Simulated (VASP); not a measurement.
**SnTe: single point with LDA**

The system is SnTe.

```
CELL_PARAMETERS angstrom
0.00000 3.10299 3.10299
3.10299 0.00000 3.10299
3.10299 3.10299 0.00000
ATOMIC_POSITIONS crystal
Sn 0.00000 0.00000 0.00000
Te 0.50000 0.50000 0.50000
```

This cell differs from its parent crystal: volume scaled by 0.95.

```yaml
Program: VASP 6.6.1
Task: single point
Functional: LDA
Potentials_or_basis: VASP PAW LDA potentials, release 64 (Sn_d, Te)
Cutoff: 520 eV
k_mesh: 11 × 11 × 11
Occupations: fermi-dirac, width 0.08 eV
Spin: no spin polarisation
```

* Pressure: 0.8 GPa

Levels at points of the mesh, in eV from the Fermi level:
```csv
k point,band 7,band 8,band 9,band 10,band 11,band 12,band 13,band 14
"(0.00, 0.00, 0.00)",-4.60,-2.25,-2.25,-2.25,3.39,3.39,3.39,4.70
```

Wall time 58 s on 1 thread of Intel Xeon 6975P-C, with other jobs on the host, peak memory 0.21 GiB.

Caveat: this odd mesh misses L, where the gap lies, so gap, dielectric constants and Born charges aren't listed; spin-orbit coupling is left out, which moves the levels of the heavy elements.
